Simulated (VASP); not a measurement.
# W3S in VASP: further runs, part 2 of 2

VASP 6.6.1. The steps go on from the part before.

**3. Single point, PBE**

INCAR reads:

```
SYSTEM = W3S
  PREC = Accurate
  ENCUT = 520
  EDIFF = 1E-6
  ISMEAR = 0
  SIGMA = 0.1
  LREAL = .False.
  LASPH = .True.
  NELM = 100
  ALGO = Normal
  ISIF = 2
  LWAVE = .False.
  LCHARG = .False.
  LDIPOL = .True.
  IDIPOL = 3
  DIPOL = 0.5 0.5 0.361
  GGA = PE
  NBANDS = 32
```

KPOINTS reads:

```
Automatic mesh
0
Gamma
  10 10 1
  0 0 0
```

POSCAR reads:

```
W3S
1.0
    2.7571643582      0.0000000000      0.0000000000
   -0.9190547861      2.5994794860      0.0000000000
    0.0000000000      0.0000000000     19.8562161274
W S
3 1
Direct
    0.5000000000      0.5000000000      0.2014482505
    0.0000000000      0.0000000000      0.3111437109
    0.5000000000      0.5000000000      0.4208362799
    0.8333333333      1.0000000000      0.5106305672
```

Potentials or basis: VASP PAW PBE potentials, release 64 (W_sv, S).

Command:

```sh
$ cat potpaw_PBE.64/W_sv/POTCAR potpaw_PBE.64/S/POTCAR > POTCAR
$ mpirun -np 1 vasp_std > vasp.out
```

OUTCAR:

```text
SYSTEM = W3S
   PREC = Accurate
   ENCUT = 520
   EDIFF = 1E-6
   ISMEAR = 0
   LREAL = .False.
   LASPH = .True.
   NELM = 100
   ISIF = 2
   GGA = PE

 ion  position               nearest neighbor table
   1  0.500  0.500  0.201-   2 2.70   2 2.70   2 3.13   2 3.13
   2  0.000  0.000  0.311-   3 2.70   3 2.70   1 2.70   1 2.70   3 3.13   3 3.13   1 3.13   1 3.13

   3  0.500  0.500  0.421-   4 2.25   4 2.60   4 2.60   2 2.70   2 2.70   2 3.13   2 3.13
   4  0.833  0.000  0.511-   3 2.25   3 2.60   3 2.60

  LATTYP: Found a base centered orthorhombic cell.
 ALAT       =     3.1836991688
 B/A-ratio  =     1.4142135624
 C/A-ratio  =     6.2368380537

  Lattice vectors:

 A1 = (   2.7571643582,   0.0000000000,   0.0000000000)
 A2 = (  -0.9190547861,   2.5994794860,   0.0000000000)
 A3 = (   0.0000000000,   0.0000000000,  19.8562161274)

Analysis of symmetry for initial positions (statically):
=====================================================================
 Subroutine PRICEL returns:
 Original cell was already a primitive cell.

 Routine SETGRP: Setting up the symmetry group for a
 base centered orthorhombic supercell.

 Subroutine GETGRP returns: Found  1 space group operations
 (whereof  1 operations were pure point group operations)
 out of a pool of  8 trial point group operations.

The static configuration has the point symmetry C_1 .

Analysis of symmetry for dynamics (positions and initial velocities):
=====================================================================
 Subroutine PRICEL returns:
 Original cell was already a primitive cell.

 Routine SETGRP: Setting up the symmetry group for a
 base centered orthorhombic supercell.

 Subroutine GETGRP returns: Found  1 space group operations
 (whereof  1 operations were pure point group operations)
 out of a pool of  8 trial point group operations.
[... 128 lines left out ...]
  Thomas-Fermi vector in A             =   2.276271
   LORBIT       =      0    0 simple, 1 ext, 2 COOP (PROOUT), +10 PAW based schemes
   GGA     = PE    functional components
   LHFCALC =     F    Hartree Fock is set to
   AEXX    =    0.0000 exact exchange contribution
   IVDW    =     0    specifies the selected vdW correction
   LEPSILON=     F    determine dielectric tensor
   LRPA    =     F    only Hartree local field effects (RPA)
 non-spin polarized calculation
 Gauss-broadening in eV      SIGMA  =   0.10
  energy-cutoff  :      520.00
  volume of cell :      142.31
 maximum number of plane-waves:      3862
 NGX is ok and might be reduce to    24
   NGX = 11   NGY = 11   NGZ = 73

 dipolmoment           0.000000      0.000000      0.059227 electrons x Angstroem

 number of electron      48.0000000 magnetization

 dipolmoment           0.000000      0.000000     -0.020277 electrons x Angstroem

 Free energy of the ion-electron system (eV)
  ---------------------------------------------------
  ext. energy  EPLUGINS =         0.00000000
  ---------------------------------------------------
  free energy    TOTEN  =       -40.97227191 eV

  energy without entropy =      -40.95586961  energy(sigma->0) =      -40.96407076

 E-fermi :   2.2119     XC(G=0):  -6.5254

 val. band max:        2.2066650272   @ k =   0.2000   0.4000   0.0000
 cond. band min:       2.2180423387   @ k =   0.4000   0.1000   0.0000
 fundamental gap:      0.0113773116
 Fermi energy:         2.2118517335

 k-point     1 :       0.0000    0.0000    0.0000
  band No.  band energies     occupation
      1     -72.2325      2.00000
      2     -72.0200      2.00000
      3     -71.8290      2.00000
      4     -36.8951      2.00000
      5     -36.4053      2.00000
      6     -36.2445      2.00000
[... 829 lines left out ...]
     31       4.9856      0.00000
     32       5.4114      0.00000

 [... further k-points ...]

------------------------ aborting loop because EDIFF is reached ----------------------------------------

 vacuum level on the upper side and lower side of the slab       (xc-potential included)        -0.458         0.024

  FORCE on cell =-STRESS in cart. coord.  units (eV):
  Direction    XX          YY          ZZ          XY          YZ          ZX
  --------------------------------------------------------------------------------------
  -------------------------------------------------------------------------------------
  Total        4.3690478      4.0578209      2.2786584     -2.2599600      4.1341533     -0.5125760
  in kB       49.1871704     45.6833472     25.6533604    -25.4428520     46.5427043     -5.7706309
  external PRESSURE =      40.1746260 kB  Pullay stress =       0.0000000 kB

 VOLUME and BASIS-vectors are now :
 -----------------------------------------------------------------------------
  energy-cutoff  :      520.00
  volume of cell :      142.31
      direct lattice vectors                 reciprocal lattice vectors
     2.757164358  0.000000000  0.000000000     0.362691472  0.128230800  0.000000000
    -0.919054786  2.599479486  0.000000000     0.000000000  0.384692399  0.000000000
     0.000000000  0.000000000 19.856216127     0.000000000  0.000000000  0.050362063

 POSITION                                       TOTAL-FORCE (eV/Angst)
 -----------------------------------------------------------------------------------
      0.91905      1.29974      4.00000         0.017349      0.108560      0.040310
      0.00000      0.00000      6.17814        -0.315236     -0.287088     -1.136161
      0.91905      1.29974      8.35622         0.927963     -2.054980      1.083858
      2.29764      0.00000     10.13919        -0.630076      2.233508      0.011993
 -----------------------------------------------------------------------------------
    total drift:                               -0.000014      0.000039      0.000382

  FREE ENERGIE OF THE ION-ELECTRON SYSTEM (eV)
  ---------------------------------------------------
  free  energy   TOTEN  =       -40.9722719085 eV

  energy  without entropy=      -40.9558696114  energy(sigma->0) =      -40.96407076

 vacuum level on the upper side and lower side of the slab         6.456         6.927
```

OSZICAR:

```text
N       E                     dE             d eps       ncg     rms          rms(c)
DAV:   1     0.554625987466E+03    0.55463E+03   -0.29151E+04  3800   0.145E+03
DAV:   2    -0.191155581923E+02   -0.57374E+03   -0.55699E+03  3904   0.448E+02
DAV:   3    -0.425302769047E+02   -0.23415E+02   -0.22393E+02  4280   0.906E+01
[... 16 lines left out ...]
DAV:  20    -0.409722274980E+02   -0.24317E-04   -0.10286E-06  2856   0.474E-03    0.378E-03
DAV:  21    -0.409722592818E+02   -0.31784E-04   -0.16881E-06  2848   0.631E-03    0.250E-03
DAV:  22    -0.409722672934E+02   -0.80117E-05   -0.40886E-07  2720   0.429E-03    0.120E-03
DAV:  23    -0.409722714701E+02   -0.41767E-05   -0.33261E-07  2424   0.338E-03    0.130E-03
DAV:  24    -0.409722719085E+02   -0.43836E-06   -0.67092E-08  2144   0.149E-03
   1 F= -.40972272E+02 E0= -.40964071E+02  d E =-.164023E-01
```

stdout:

```text
POSCAR found type information on POSCAR W S
 POSCAR found :  2 types and       4 ions
 scaLAPACK will be used
 LDA part: xc-table for (Slater+PW92), standard interpolation
 POSCAR, INCAR and KPOINTS ok, starting setup
 FFT: planning ... GRIDC
 FFT: planning ... GRID_SOFT
 FFT: planning ... GRID
 WAVECAR not read
 entering main loop
```

Run time: 5.7 min. Hardware: 1 thread of Intel Xeon Platinum 8488C (Sapphire Rapids), shared host; peak memory 0.38 GiB.

Results:

```
Free energy            : -40.9723 eV
Largest force          : 2.502 eV/Å
Band gap on the k mesh : zero (bands 24 and 25 overlap by 1.19 eV)
```

Forces on the atoms (eV/Å):
```
W    0.017  0.109  0.040
W   -0.315 -0.287 -1.136
W    0.928 -2.055  1.084
S   -0.630  2.234  0.012
```

Caveat: spin-orbit coupling is left out, which moves the levels of the heavy elements.

**4. Single point, PBE**

INCAR reads:

```
SYSTEM = W3S
  PREC = Accurate
  ENCUT = 520
  EDIFF = 1E-7
  ISMEAR = 0
  SIGMA = 0.1
  LREAL = .False.
  LASPH = .True.
  NELM = 60
  ALGO = Normal
  ISIF = 2
  LWAVE = .False.
  LCHARG = .True.
  LDIPOL = .True.
  IDIPOL = 3
  DIPOL = 0.5 0.5 0.362
  GGA = PE
  LELF = .True.
  LVHAR = .True.
  LVACPOTAV = .True.
  NBANDS = 32
```

KPOINTS is that of step 3.

POSCAR: that of step 3 with these lines changed.

```diff
@@ -11,2 +11,2 @@
     0.5000000000      0.5000000000      0.4208362799
-    0.8333333333      1.0000000000      0.5106305672
+    0.6666666667      1.0000000000      0.5141739005
```

Command:

```sh
$ cat potpaw_PBE.64/W_sv/POTCAR potpaw_PBE.64/S/POTCAR > POTCAR
$ mpirun -np 1 vasp_std > vasp.out
```

Run time: 7.5 min. Hardware: 1 thread of Intel Xeon Platinum 8488C (Sapphire Rapids), shared host; peak memory 0.38 GiB.

It converged, with:

```
Free energy            : -41.0439 eV
Largest force          : 1.450 eV/Å
Band gap on the k mesh : zero (bands 24 and 25 overlap by 1.35 eV)
```

Forces on the atoms (eV/Å):
```
W    0.051  0.091  0.024
W   -0.279 -0.306 -0.901
W    0.086 -1.154  0.873
S    0.142  1.370  0.004
```

Levels at points of the mesh, in eV from the Fermi level:
```tsv
k point	band 20	band 21	band 22	band 23	band 24	band 25	band 26	band 27	band 28	band 29
(0.00, 0.00, 0.00)	-1.59	-1.45	-1.28	-1.06	-0.07	0.19	0.79	1.55	1.78	2.22
(0.50, 0.00, 0.00)	-2.77	-2.06	-1.37	-0.90	0.63	1.52	2.06	2.19	2.55	2.90
(0.00, 0.50, 0.00)	-3.13	-1.82	-1.41	-0.12	0.84	1.62	2.18	2.33	2.61	3.07
(0.50, 0.50, 0.00)	-3.08	-2.31	-1.63	-0.48	1.02	1.34	1.64	2.72	3.28	4.94
```

Caveat: spin-orbit coupling is left out, which moves the levels of the heavy elements.

**5. Overview**

```tsv
cell	gap on the mesh (eV)	largest force (eV/Å)
as given, atomic positions A	none	1.42
as given, atomic positions B	none	2.50
as given, atomic positions C	none	1.45
```

Alike in all rows: task single point; level PBE; potentials or basis VASP PAW PBE potentials, release 64 (W_sv, S); no spin polarisation; k mesh 10 × 10 × 1; cutoff (eV) 520; smearing gaussian 0.1 eV.

Caveats: spin-orbit coupling is left out, which moves the levels of the heavy elements.

Total energies depend on the potentials used, so only differences within one code and one set of settings carry meaning.
